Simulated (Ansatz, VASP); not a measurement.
**Two plane-wave programs on BaF2**

The input INCAR:

```
SYSTEM = BaF2
  PREC = Accurate
  ENCUT = 600
  EDIFF = 1E-6
  ISMEAR = -1
  SIGMA = 0.02
  LREAL = .False.
  LASPH = .True.
  NELM = 120
  ALGO = Normal
  ISIF = 2
  LWAVE = .False.
  LCHARG = .True.
  GGA = PE
  LELF = .True.
  LVHAR = .True.
  NBANDS = 19
  GGA_COMPAT = .False.
```

File KPOINTS:

```
Automatic mesh
0
Gamma
  8 8 8
  0 0 0
```

POSCAR

```
BaF2
1.0
    0.0000000000      3.0971615099      3.0971615099
    3.0971615099      0.0000000000      3.0971615099
    3.0971615099      3.0971615099      0.0000000000
Ba F
1 2
Direct
    0.0000000000      0.0000000000      0.0000000000
    0.7500000000      0.7500000000      0.7500000000
    0.2500000000      0.2500000000      0.2500000000
```

Input for Ansatz:

```yaml
crystal:
  lattice:
    - [0.0, 3.0971615099, 3.0971615099]
    - [3.0971615099, 0.0, 3.0971615099]
    - [3.0971615099, 3.0971615099, 0.0]
  atoms:
    - { symbol: Ba, position: [0.0, 0.0, 0.0] }
    - { symbol: F, position: [0.75, 0.75, 0.75] }
    - { symbol: F, position: [0.25, 0.25, 0.25] }
kpoints:
  mp_grid: { grid: [8, 8, 8] }
  band_path:
    path:
      - [[0.0, 0.0, 0.0], [0.5, 1.619468933035e-35, 0.5], [0.625, 0.25, 0.625]]
      - [[0.375, 0.375, 0.75], [0.0, 0.0, 0.0], [0.5, 0.5, 0.5], [0.5, 0.25, 0.75], [0.5, 1.619468933035e-35, 0.5]]
    npoints: 10
hamiltonian:
  xc: pbe
scf:
  occupations: { method: fermi_dirac, width: 0.02 }
  n_extra_bands: 4
output:
  forces: true
  stress: true
  eigenvalues: true
  write_density: true
  write_potential: true
  elf: true
  volumetric_format: npy
```

Alike in both runs: task single point; functional PBE; k mesh 8 × 8 × 8; occupations fermi-dirac, width 0.02 eV; no spin polarisation.

```csv
,VASP,Ansatz
version,VASP 6.6.1,Ansatz 0.2.0
potentials or method,"VASP PAW PBE potentials, release 64 (Ba_sv, F)","plane waves, PAW"
plane-wave cutoff (eV),600,420
valence electrons in the cell,24,24
```

Ansatz gave:

- gap on the k mesh at the Fermi level (eV): 6.84
- pressure (GPa): 1.4

Question: Estimate VASP's values.

Answer: gap on the k mesh at the Fermi level (eV): 6.78; pressure (GPa): 2.5.

Neither program's run includes spin-orbit coupling.
